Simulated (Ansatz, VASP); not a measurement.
# Ta4C3 in VASP and in Ansatz

```
Ta C
1.0
     1.55164    0.89584   10.16451
    -1.55164    0.89584   10.16451
     0.00000   -1.79168   10.16451
Ta C
4 3
Direct
  0.37337 0.37337 0.37337
  0.62446 0.62446 0.62446
  0.20962 0.20962 0.20962
  0.79604 0.79604 0.79604
  0.50259 0.50259 0.50259
  0.99602 0.99602 0.99602
  0.08454 0.08454 0.08454
```

Alike in both runs: task single point; functional PBEsol; k mesh 12 × 12 × 12; occupations gaussian, width 0.15 eV; no spin polarisation.

|  | VASP | Ansatz |
| --- | --- | --- |
| version | VASP 6.6.1 | Ansatz 0.2.0 |
| potentials or method | VASP PAW PBE potentials, release 64 (Ta_pv, C), cutoff 520 eV | scalar-relativistic, plane waves, PAW |
| valence electrons in the cell | 56 | 64 |

|  | VASP | Ansatz | Ansatz less VASP |
| --- | --- | --- | --- |
| gap on the k mesh at the Fermi level (eV) | none | none | - |
| pressure (GPa) | 1.0 | 0.3 | -0.72 |
| traceless stress, the component that is largest in VASP (GPa) | -0.08 | -0.08 | -0.003 |
| rms of the force components (eV/Å) | 0.288 | 0.285 | -0.0034 |

VASP's potentials were made for PBE, not for PBEsol. Atom by atom the forces differ by 0.014 eV/Å (rms over components). A gap of «none» marks a metal or a gap that the smearing closes. With one functional, cell and mesh, what is left measures potentials, basis and numerics. VASP's potentials hold 56 valence electrons a cell and Ansatz's 64, so a difference there can come from the potentials and not from the codes.

Spin-orbit coupling is off throughout.
